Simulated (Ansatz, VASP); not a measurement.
**One calculation of TaN, two programs**

```xyz
2
Lattice="2.9380 -0.0147 -0.0147 -1.4817 2.5517 -0.0054 -0.0144 -0.0144 2.8830" Properties=species:S:1:pos:R:3 pbc="T T T"
Ta   -0.0157    1.6890    1.4330
N     0.0000    0.0000    0.0000
```

Change from the starting cell: equal xy, yz and zx shear strains of -1 %.

Alike in both runs: task single point; functional LDA; k mesh 12 × 12 × 10; occupations fermi-dirac, width 0.02 eV; no spin polarisation.

|  | VASP | Ansatz |
| --- | --- | --- |
| version | VASP 6.6.1 | Ansatz 0.2.0 |
| potentials or method | VASP PAW LDA potentials, release 64 (Ta_pv, N), cutoff 520 eV | all-electron LAPW, scalar-relativistic |

```csv
,VASP,Ansatz,Ansatz less VASP
pressure (GPa),-9.7,-11.4,-1.71
"traceless stress, the component that is largest in VASP (GPa)",2.45,2.41,-0.044
rms of the force components (eV/Å),0.011,0.009,-0.0016
```

LDA's correlation is that of Perdew and Zunger in VASP and of Perdew and Wang (1992) in Ansatz. Atom by atom the forces differ by 0.002 eV/Å (rms over components). Ansatz ran all-electron here, and VASP with PAW potentials.

Spin-orbit coupling is off throughout.
